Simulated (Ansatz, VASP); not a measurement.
**Two plane-wave programs on Sn**

```
Sn
1.0
    -1.90439    1.90439    1.90439
     1.90439   -1.90439    1.90439
     1.90439    1.90439   -1.90439
Sn
1
Cartesian
  0.0000 0.0000 0.0000
```

Alike in both runs: functional PBE; k mesh 14 × 14 × 14; occupations fermi-dirac, width 0.1 eV; no spin polarisation.

Ansatz relaxed the structure, and its values are those at the end. VASP's run is a single point on that final structure, the one shown.

|  | VASP | Ansatz |
| --- | --- | --- |
| version | VASP 6.6.1 | Ansatz 0.2.0 |
| potentials or method | VASP PAW PBE potentials, release 64 (Sn_d) | PAW with Ansatz's default frozen-core files, scalar-relativistic |
| plane-wave cutoff (eV) | 520 | 420 |
| valence electrons in the cell | 14 | 14 |

|  | VASP | Ansatz | Ansatz less VASP |
| --- | --- | --- | --- |
| pressure (GPa) | 0.0 | 0.0 | +0.01 |

The functional is the same, so the differences come from potentials, cutoffs and numerics.
